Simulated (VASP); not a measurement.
# Al2O3 (Corundum) (R-3c) in VASP: single point with PBEsol

Aim: the single point of Al2O3 (Corundum) with PBEsol.

Everything below comes from runs of VASP 6.6.1. Logs are shortened: lines on timing, memory, paths and dates and some standing lists are left out, and cuts for length are marked.

**Experimental background.**

From “Multi-petahertz electron interference in Cr:Al2O3 solid-state material”, 2018, pmc:5906618, for a bulk crystal of Al2O3: band gap 8.7 eV (optical).

How close the calculation comes is told below.

## Step 1: The cell of the first run

It takes space group R-3c (No. 167, trigonal). The conventional cell has a = 4.774 Å, b = 4.774 Å, c = 13.015 Å, α = 90.00°, β = 90.00°, γ = 120.00°. Within 2.5 Å of Al (site symmetry 3) lie 6 O at 1.86 to 1.97 Å. Within 2.5 Å of O (site symmetry 2) lie 4 Al at 1.86 to 1.97 Å.

## Step 2: Single point, PBEsol

Input file INCAR:

```
PREC     = Accurate       # precision mode
ENCUT    = 520            # plane-wave cutoff, eV
EDIFF    = 1E-6           # SCF threshold, eV
ISMEAR   = 0              # smearing method
SIGMA    = 0.02           # smearing width, eV
LREAL    = False          # projectors in reciprocal space
LASPH    = True           # aspherical terms in the spheres
NELM     = 100            # most SCF steps
ALGO     = Normal         # electronic algorithm
ISIF     = 2              # what is computed and relaxed
LWAVE    = False          # write WAVECAR
LCHARG   = False          # write CHGCAR
GGA      = PS             # functional
NBANDS   = 35             # bands
```

Input file KPOINTS:

```
Automatic mesh
0
Gamma
  6 6 6
```

Input file POSCAR:

```
Al2O3
1.0
    2.3868967441      1.3780754777      4.3382033313
   -2.3868967441      1.3780754777      4.3382033313
    0.0000000000     -2.7561509554      4.3382033313
Al O
4 6
Direct
    0.3520791481      0.3520791481      0.3520791481
    0.1479208519      0.1479208519      0.1479208519
    0.6479208519      0.6479208519      0.6479208519
    0.8520791481      0.8520791481      0.8520791481
    0.5558606233      0.9441393767      0.2500000000
    0.2500000000      0.5558606233      0.9441393767
    0.9441393767      0.2500000000      0.5558606233
    0.4441393767      0.0558606233      0.7500000000
    0.7500000000      0.4441393767      0.0558606233
    0.0558606233      0.7500000000      0.4441393767
```

Potentials or basis: VASP PAW PBE potentials, release 64 (Al, O).

The run is started by

```
$ cat potpaw_PBE.64/Al/POTCAR potpaw_PBE.64/O/POTCAR > POTCAR
$ mpirun -np 1 vasp_std > vasp.out
```

OUTCAR:

```text
PREC = Accurate
   ENCUT = 520
   EDIFF = 1E-6
   ISMEAR = 0
   LREAL = False
   LASPH = True
   NELM = 100
   ISIF = 2
   GGA = PS

 ion  position               nearest neighbor table
   1  0.352  0.352  0.352-   9 1.86   8 1.86  10 1.86   6 1.97   7 1.97   5 1.97   2 2.66   3 2.80
                             3 2.80   3 2.80   2 3.23   2 3.23   2 3.23
   2  0.148  0.148  0.148-  10 1.86   8 1.86   9 1.86   7 1.97   6 1.97   5 1.97   1 2.66   4 2.80
                             4 2.80   4 2.80   1 3.23   1 3.23   1 3.23
   3  0.648  0.648  0.648-   6 1.86   5 1.86   7 1.86   9 1.97  10 1.97   8 1.97   4 2.66   1 2.80
                             1 2.80   1 2.80   4 3.23   4 3.23   4 3.23
   4  0.852  0.852  0.852-   7 1.86   5 1.86   6 1.86  10 1.97   9 1.97   8 1.97   3 2.66   2 2.80
                             2 2.80   2 2.80   3 3.23   3 3.23   3 3.23
   5  0.556  0.944  0.250-   3 1.86   4 1.86   1 1.97   2 1.97
   6  0.250  0.556  0.944-   3 1.86   4 1.86   1 1.97   2 1.97
   7  0.944  0.250  0.556-   4 1.86   3 1.86   2 1.97   1 1.97
   8  0.444  0.056  0.750-   1 1.86   2 1.86   3 1.97   4 1.97
   9  0.750  0.444  0.056-   1 1.86   2 1.86   3 1.97   4 1.97
  10  0.056  0.750  0.444-   2 1.86   1 1.86   4 1.97   3 1.97

  LATTYP: Found a trigonal (rhomboedric) cell.
 ALAT       =     5.1396863944
 COS(alpha) =     0.5686557447

  Lattice vectors:

 A1 = (   2.3868967441,   1.3780754777,   4.3382033313)
 A2 = (  -2.3868967441,   1.3780754777,   4.3382033313)
 A3 = (   0.0000000000,  -2.7561509554,   4.3382033313)

Analysis of symmetry for initial positions (statically):
=====================================================================
 Subroutine PRICEL returns:
 Original cell was already a primitive cell.

 Routine SETGRP: Setting up the symmetry group for a
 trigonal (rhombohedral) supercell.

 Subroutine GETGRP returns: Found 12 space group operations
 (whereof  6 operations were pure point group operations)
 out of a pool of 12 trial point group operations.

The static configuration has the point symmetry S_6 .
 The point group associated with its full space group is D_3d.

Analysis of symmetry for dynamics (positions and initial velocities):
=====================================================================
 Subroutine PRICEL returns:
 Original cell was already a primitive cell.

 Routine SETGRP: Setting up the symmetry group for a
 trigonal (rhombohedral) supercell.

 Subroutine GETGRP returns: Found 12 space group operations
 (whereof  6 operations were pure point group operations)
 out of a pool of 12 trial point group operations.

The dynamic configuration has the point symmetry S_6 .
 The point group associated with its full space group is D_3d.

 Subroutine INISYM returns: Found 12 space group operations
 (whereof  6 operations are pure point group operations),
 and found     1 'primitive' translations

----------------------------------------------------------------------------------------

                                     Primitive cell

  volume of cell :      85.6185

  direct lattice vectors                    reciprocal lattice vectors
     2.386896744  1.378075478  4.338203331     0.209477013  0.120941610  0.076836724
    -2.386896744  1.378075478  4.338203331    -0.209477013  0.120941610  0.076836724
     0.000000000 -2.756150955  4.338203331     0.000000000 -0.241883220  0.076836724

  length of vectors
     5.139686394  5.139686394  5.139686394     0.253793960  0.253793960  0.253793960

  position of ions in fractional coordinates (direct lattice)
     0.352079148  0.352079148  0.352079148
     0.147920852  0.147920852  0.147920852
     0.647920852  0.647920852  0.647920852
     0.852079148  0.852079148  0.852079148
     0.555860623  0.944139377  0.250000000
     0.250000000  0.555860623  0.944139377
     0.944139377  0.250000000  0.555860623
     0.444139377  0.055860623  0.750000000
     0.750000000  0.444139377  0.055860623
     0.055860623  0.750000000  0.444139377

  ion indices of the primitive-cell ions
   primitive index   ion index
                 1           1
                 2           2
                 3           3
                 4           4
                 5           5
                 6           6
                 7           7
                 8           8
                 9           9
                10          10

----------------------------------------------------------------------------------------

 KPOINTS: Automatic mesh

Automatic generation of k-mesh.
 Grid dimensions read from file:
 generate k-points for:    6    6    6

 Generating k-lattice:

  Cartesian coordinates                     Fractional coordinates (reciprocal lattice)
     0.034912835  0.020156935  0.012806121     0.166666667 -0.000000000  0.000000000
    -0.034912835  0.020156935  0.012806121    -0.000000000  0.166666667  0.000000000
     0.000000000 -0.040313870  0.012806121     0.000000000  0.000000000  0.166666667

  Length of vectors
     0.042298993  0.042298993  0.042298993

  Shift w.r.t. Gamma in fractional coordinates (k-lattice)
     0.000000000  0.000000000  0.000000000

 Subroutine IBZKPT returns following result:
 ===========================================

 Found     32 irreducible k-points:

 Following reciprocal coordinates:
            Coordinates               Weight
  0.000000  0.000000  0.000000      1.000000
  0.166667 -0.000000 -0.000000      6.000000
  0.333333 -0.000000 -0.000000      6.000000
  0.500000  0.000000 -0.000000      3.000000
  0.166667  0.166667 -0.000000      6.000000
  0.333333  0.166667 -0.000000     12.000000
[... 16 lines left out ...]
  0.500000  0.500000  0.166667      6.000000
 -0.333333  0.500000  0.166667     12.000000
 [... further k-points ...]
   k-points           NKPTS =     32   k-points in BZ     NKDIM =     32   number of bands    NBANDS=     35
   number of dos      NEDOS =    301   number of ions     NIONS =     10
   total plane-waves  NPLWV =  64000
   dimension x,y,z NGX =    40 NGY =   40 NGZ =   40
   dimension x,y,z NGXF=    80 NGYF=   80 NGZF=   80
   ions per type =               4   6
   NGX,Y,Z   is equivalent  to a cutoff of  12.94, 12.94, 12.94 a.u.
   NGXF,Y,Z  is equivalent  to a cutoff of  25.88, 25.88, 25.88 a.u.
 SYSTEM =  unknown system
   PREC   = accura    normal or accurate (medium, high low for compatibility)
   ISTART =      0    job   : 0-new  1-cont  2-samecut
   ICHARG =      2    charge: 1-file 2-atom 10-const
   ISPIN  =      1    spin polarized calculation?
   LNONCOLLINEAR =      F non collinear calculations
   LSORBIT =      F    spin-orbit coupling
   LASPH  =      T    aspherical Exc in radial PAW
   ENCUT  =  520.0 eV  38.22 Ry    6.18 a.u.   9.56  9.56  9.56*2*pi/ulx,y,z
   NELM   =    100;   NELMIN=  2; NELMDL= -5     # of ELM steps
   EDIFF  = 0.1E-05   stopping-criterion for ELM
   LREAL  =      F    real-space projection
   EDIFFG = 0.1E-04   stopping-criterion for IOM
   NSW    =      0    number of steps for IOM
   IBRION =     -1    ionic relax: 0-MD 1-quasi-New 2-CG
   NFREE  =      0    steps in history (QN), initial steepest desc. (CG)
   ISIF   =      2    stress and relaxation
   ISYM   =      2    0-nonsym 1-usesym 2-fastsym
   POTIM  = 0.5000    time-step for ionic-motion
   TEBEG  =    0.0;   TEEND  =   0.0 temperature during run
   PSTRESS=    0.0 pullay stress
   NELECT =      48.0000    total number of electrons
   NUPDOWN=      -1.0000    fix difference up-down
   EMIN   =  10.00;   EMAX   =-10.00  energy-range for DOS
   EFERMI =   0.00;   METHOD = LEGACY
   ISMEAR =     0;   SIGMA  =   0.02  broadening in eV -4-tet -1-fermi 0-gaus
   EFERMI_NEDOS =   21; number of points for ismear=-14 and -15
   IALGO  =     38    algorithm
   IMIX   =      4    mixing-type and parameters
     AMIX     =   0.40;   BMIX     =  1.00
     AMIX_MAG =   1.60;   BMIX_MAG =  1.00
  volume/ion in A,a.u.               =       8.56        57.78
  Fermi-wavevector in a.u.,A,eV,Ry     =   1.349893  2.550928 24.792684  1.822211
  Thomas-Fermi vector in A             =   2.477442
   LORBIT       =      0    0 simple, 1 ext, 2 COOP (PROOUT), +10 PAW based schemes
   GGA     = PS    functional components
   LHFCALC =     F    Hartree Fock is set to
   AEXX    =    0.0000 exact exchange contribution
   IVDW    =     0    specifies the selected vdW correction
   LEPSILON=     F    determine dielectric tensor
   LRPA    =     F    only Hartree local field effects (RPA)
 non-spin polarized calculation
 Gauss-broadening in eV      SIGMA  =   0.02
  energy-cutoff  :      520.00
  volume of cell :       85.62
 maximum number of plane-waves:      2328
 NGX is ok and might be reduce to    40
   NGX = 19   NGY = 19   NGZ = 19

 number of electron      48.0000012 magnetization

 Free energy of the ion-electron system (eV)
  ---------------------------------------------------
  ext. energy  EPLUGINS =         0.00000000
  ---------------------------------------------------
  free energy    TOTEN  =       -78.66432089 eV

  energy without entropy =      -78.66432089  energy(sigma->0) =      -78.66432089

 E-fermi :   6.0738     XC(G=0): -11.9062

 val. band max:        5.9510078411   @ k =   0.0000   0.0000   0.0000
 cond. band min:      11.9905932366   @ k =   0.0000   0.0000   0.0000
 fundamental gap:      6.0395853956
 Fermi energy:         6.0738254677

 k-point     1 :       0.0000    0.0000    0.0000
  band No.  band energies     occupation
      1     -13.2002      2.00000
      2     -10.8452      2.00000
      3     -10.5644      2.00000
      4     -10.5644      2.00000
      5     -10.2405      2.00000
      6     -10.2405      2.00000
[... 27 lines left out ...]
     34      19.4043      0.00000
     35      20.3637      0.00000

 k-point     2 :       0.1667   -0.0000   -0.0000
  band No.  band energies     occupation
      1     -13.0564      2.00000
      2     -10.9234      2.00000
      3     -10.6441      2.00000
      4     -10.5922      2.00000
      5     -10.3098      2.00000
      6     -10.2511      2.00000
[... 27 lines left out ...]
     34      18.7598      0.00000
     35      20.2514      0.00000

 k-point     3 :       0.3333   -0.0000   -0.0000
  band No.  band energies     occupation
      1     -12.6467      2.00000
      2     -11.3903      2.00000
      3     -10.6195      2.00000
      4     -10.5894      2.00000
      5     -10.4558      2.00000
      6     -10.3168      2.00000
[... 27 lines left out ...]
     34      19.2201      0.00000
     35      19.3794      0.00000
[... 723 lines left out ...]
 k-point    23 :       0.5000    0.5000    0.1667
  band No.  band energies     occupation
      1     -12.1697      2.00000
      2     -11.4613      2.00000
      3     -11.1002      2.00000
      4     -10.8630      2.00000
      5     -10.4819      2.00000
      6     -10.1939      2.00000
[... 27 lines left out ...]
     34      19.1299      0.00000
     35      19.4765      0.00000

 k-point    24 :      -0.3333    0.5000    0.1667
  band No.  band energies     occupation
      1     -11.8883      2.00000
      2     -11.5101      2.00000
      3     -11.2516      2.00000
      4     -11.0276      2.00000
      5     -10.4304      2.00000
      6     -10.2190      2.00000
[... 27 lines left out ...]
     34      19.1448      0.00000
     35      19.2908      0.00000

 [... further k-points ...]

------------------------ aborting loop because EDIFF is reached ----------------------------------------

  FORCE on cell =-STRESS in cart. coord.  units (eV):
  Direction    XX          YY          ZZ          XY          YZ          ZX
  --------------------------------------------------------------------------------------
  -------------------------------------------------------------------------------------
  Total        0.0560050      0.0560050      0.0065332      0.0000000      0.0000000      0.0000000
  in kB        1.0480206      1.0480206      0.1222554      0.0000000      0.0000000      0.0000000
  external PRESSURE =       0.7394322 kB  Pullay stress =       0.0000000 kB

 VOLUME and BASIS-vectors are now :
 -----------------------------------------------------------------------------
  energy-cutoff  :      520.00
  volume of cell :       85.62
      direct lattice vectors                 reciprocal lattice vectors
     2.386896744  1.378075478  4.338203331     0.209477013  0.120941610  0.076836724
    -2.386896744  1.378075478  4.338203331    -0.209477013  0.120941610  0.076836724
     0.000000000 -2.756150955  4.338203331     0.000000000 -0.241883220  0.076836724

 POSITION                                       TOTAL-FORCE (eV/Angst)
 -----------------------------------------------------------------------------------
      0.00000      0.00000      4.58217         0.000000     -0.000000     -0.002130
      0.00000      0.00000      1.92513         0.000000     -0.000000      0.002130
      0.00000      0.00000      8.43244         0.000000     -0.000000      0.002130
      0.00000      0.00000     11.08948         0.000000     -0.000000     -0.002130
     -0.92678      1.37808      7.59186        -0.004572     -0.000000     -0.000000
     -0.73006     -1.49165      7.59186         0.002286     -0.003960     -0.000000
      1.65684      0.11358      7.59186         0.002286      0.003960     -0.000000
      0.92678     -1.37808      5.42275         0.004572     -0.000000     -0.000000
      0.73006      1.49165      5.42275        -0.002286      0.003960     -0.000000
     -1.65684     -0.11358      5.42275        -0.002286     -0.003960     -0.000000
 -----------------------------------------------------------------------------------
    total drift:                               -0.000000     -0.000000      0.000000

  FREE ENERGIE OF THE ION-ELECTRON SYSTEM (eV)
  ---------------------------------------------------
  free  energy   TOTEN  =       -78.6643208861 eV

  energy  without entropy=      -78.6643208861  energy(sigma->0) =      -78.66432089
```

Run time: 84 s. Hardware: 1 thread of AMD EPYC 9R14 (Zen 4), shared host; peak memory 0.23 GiB.

Results:

| Quantity | Value |
| --- | --- |
| Free energy | -78.6643 eV |
| Pressure | 0.1 GPa |
| Largest force | 0.005 eV/Å |
| Band gap on the k mesh | 6.04 eV, direct |

Forces on the atoms (eV/Å):
```
Al   0.000  0.000 -0.002
Al   0.000  0.000  0.002
Al   0.000  0.000  0.002
Al   0.000  0.000 -0.002
O   -0.005  0.000  0.000
O    0.002 -0.004  0.000
O    0.002  0.004  0.000
O    0.005  0.000  0.000
O   -0.002  0.004  0.000
O   -0.002 -0.004  0.000
```

Stress tensor (GPa, compression positive):
```
0.10 0.00 0.00
0.00 0.10 0.00
0.00 0.00 0.01
```

Levels at points of the mesh, in eV from the valence-band top:
```csv
k point,band 21,band 22,band 23,band 24,band 25,band 26,band 27,band 28
"(0.00, 0.00, 0.00)",-0.50,-0.04,-0.04,0.00,6.04,8.91,10.59,11.34
"(0.50, 0.00, 0.00)",-0.91,-0.91,-0.27,-0.27,9.26,9.26,9.48,9.48
"(0.50, 0.50, 0.00)",-1.01,-0.91,-0.74,-0.25,9.41,9.55,9.73,10.22
"(0.50, 0.50, 0.50)",-0.38,-0.38,-0.38,-0.38,8.48,8.48,10.90,10.90
```

Caveat: the PAW data sets were made with another functional, which shifts forces and pressure a little.

## Step 3: Comparison with measurements

Step 2. Against the measured gap of Al2O3, 8.7 eV (optical; quoted in “Multi-petahertz electron interference in Cr:Al2O3 solid-state material”, 2018, pmc:5906618), the calculated 6.04 eV is off by -2.66 eV. The value is that of PBEsol on a finite k mesh, which can miss the band edges, without temperature or zero-point motion. Semilocal functionals fall short of measured gaps as a rule.
